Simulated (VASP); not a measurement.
Write the native input for VASP 6.6.1 that does the following.

| Item | Value |
| --- | --- |
| Task | single point |
| Functional | PBE |
| Potentials or basis | VASP PAW PBE potentials, release 64 (Na_pv, H) |
| Cutoff | 520 eV |
| k mesh | 2 × 2 × 2 |
| Occupations | fermi-dirac, width 0.05 eV |
| Spin | no spin polarisation |
| Dipole correction | no |
| Further INCAR settings | LREAL = Auto; ALGO = Normal; EDIFF = 1e-07; NBANDS = 70 |

The structure of Na16H (a cell with a defect) lies in POSCAR:

```
Na16H
1.0
    8.4600000000      0.0000000000      0.0000000000
    0.0000000000      8.4600000000      0.0000000000
    0.0000000000      0.0000000000      8.4600000000
Na H
16 1
Direct
   -0.0078250591     -0.0198108747     -0.0242434988
    0.5068321513     -0.0022340426     -0.0168439716
   -0.0406619385      0.5046453901      0.0164893617
   -0.0162529551      0.0101418440      0.5141843972
    0.2787234043      0.2639361702      0.2602364066
    0.5079314421      0.4890661939      0.0066430260
    0.4906146572     -0.0039361702      0.5178841608
    0.7772813239      0.2732505910      0.2207565012
    0.0326950355      0.4858156028      0.4640898345
    0.2383806147      0.7570330969      0.2269976359
    0.2261347518      0.2262765957      0.7527423168
    0.4956973995      0.5119148936      0.4830496454
    0.7633096927      0.7048463357      0.2839007092
    0.7617848700      0.2796099291      0.7872222222
    0.2496453901      0.7266312057      0.7675413712
    0.7336879433      0.7788534279      0.7412647754
    0.0426832151      0.2304728132      0.3647163121
```

The input as run:

INCAR

```
ALGO = Normal
EDIFF = 1E-7
ENCUT = 520
GGA = PE
ISIF = 2
ISMEAR = -1
LASPH = T
LCHARG = T
LELF = T
LREAL = Auto
LVHAR = T
LWAVE = F
NBANDS = 70
NELM = 60
PREC = Accurate
SIGMA = 0.05
```

KPOINTS

```
k-points
0
Gamma
  2 2 2
```

Potentials or basis: VASP PAW PBE potentials, release 64 (Na_pv, H).

Command:

```console
$ cat potpaw_PBE.64/Na_pv/POTCAR potpaw_PBE.64/H/POTCAR > POTCAR
$ mpirun -np 1 vasp_std > vasp.out
```

It gave:

| Item | Value |
| --- | --- |
| Pressure | 0.1 GPa |
| Largest force | 0.520 eV/Å |
| Band gap on the k mesh | zero (an odd number of electrons rules out a gap without spin polarisation) |

Caveat: the k points lie up to 0.37 Å⁻¹ apart, too coarse for converged energies and pressures of a metal.

Run time: 9.1 min on 1 thread of Intel Xeon 8259CL, with other jobs on the host, peak memory 0.64 GiB.
